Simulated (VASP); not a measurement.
A run of VASP 6.6.1 is set up as follows.

INCAR

```
PREC = Accurate ; ENCUT = 520
EDIFF = 1E-6 ; ISMEAR = 0
SIGMA = 0.02 ; LREAL = Auto
LASPH = True ; NELM = 60
ALGO = Normal ; ISIF = 2
LWAVE = False ; LCHARG = False
GGA = PE ; IVDW = 12
IBRION = 2 ; NSW = 80
EDIFFG = -0.03
```

Contents of KPOINTS:

```
regular mesh
0
Gamma
  2 2 2
```

File POSCAR:

```
TiSi16
1.0
    0.0000000000      5.4300000000      5.4300000000
    5.4300000000      0.0000000000      5.4300000000
    5.4300000000      5.4300000000      0.0000000000
Si Ti
16 1
Direct
    0.0000000000      0.0000000000      0.0000000000
    0.1250000000      0.1250000000      0.1250000000
    0.0000000000      0.0000000000      0.5000000000
    0.1250000000      0.1250000000      0.6250000000
    0.0000000000      0.5000000000      0.0000000000
    0.1250000000      0.6250000000      0.1250000000
    0.0000000000      0.5000000000      0.5000000000
    0.1250000000      0.6250000000      0.6250000000
    0.5000000000      0.0000000000      0.0000000000
    0.6250000000      0.1250000000      0.1250000000
    0.5000000000      0.0000000000      0.5000000000
    0.6250000000      0.1250000000      0.6250000000
    0.5000000000      0.5000000000      0.0000000000
    0.6250000000      0.6250000000      0.1250000000
    0.5000000000      0.5000000000      0.5000000000
    0.6250000000      0.6250000000      0.6250000000
    0.3753601300     -0.1162726000      0.3721223100
```

Potentials or basis: VASP PAW PBE potentials, release 64 (Si, Ti_sv).

Launch:

```sh
$ cat potpaw_PBE.64/Si/POTCAR potpaw_PBE.64/Ti_sv/POTCAR > POTCAR
$ mpirun -np 1 vasp_std > vasp.out
```

Problem. Estimate the band gap on the k mesh.

Solution. Zero (bands 38 and 39 overlap by 0.42 eV).

Problem. What does it give for the energy gained by relaxing?

Solution. 24.5 meV/atom.

Problem. Estimate the dispersion energy per atom.

Solution. -0.343 eV.

Final structure:
```xyz
17
Lattice="0.0000 5.4300 5.4300 5.4300 0.0000 5.4300 5.4300 5.4300 0.0000" Properties=species:S:1:pos:R:3 pbc="T T T"
Si    5.4132    0.0177    5.4142
Si    1.3569    1.3228    1.3586
Si    2.7600    8.1001    5.3853
Si    4.1077    4.0741    1.3593
Si    2.7316    0.0144    2.7323
Si    4.0720    1.3578    4.0717
Si    5.4159    2.6987    2.7329
Si    6.7899    4.0703    4.0400
Si    5.3827    8.0977    2.7620
Si    1.3585    4.0732    4.1081
Si    2.7644    5.4797    2.7641
Si    4.0797    6.7840    4.0835
Si    2.7329    2.6980    5.4162
Si    4.0394    4.0696    6.7907
Si    5.3909    5.4695    5.3911
Si    6.7914    6.8213    6.7914
Ti    6.7922    4.0700    6.7953
```

Caveat: the k points lie up to 0.50 Å⁻¹ apart.
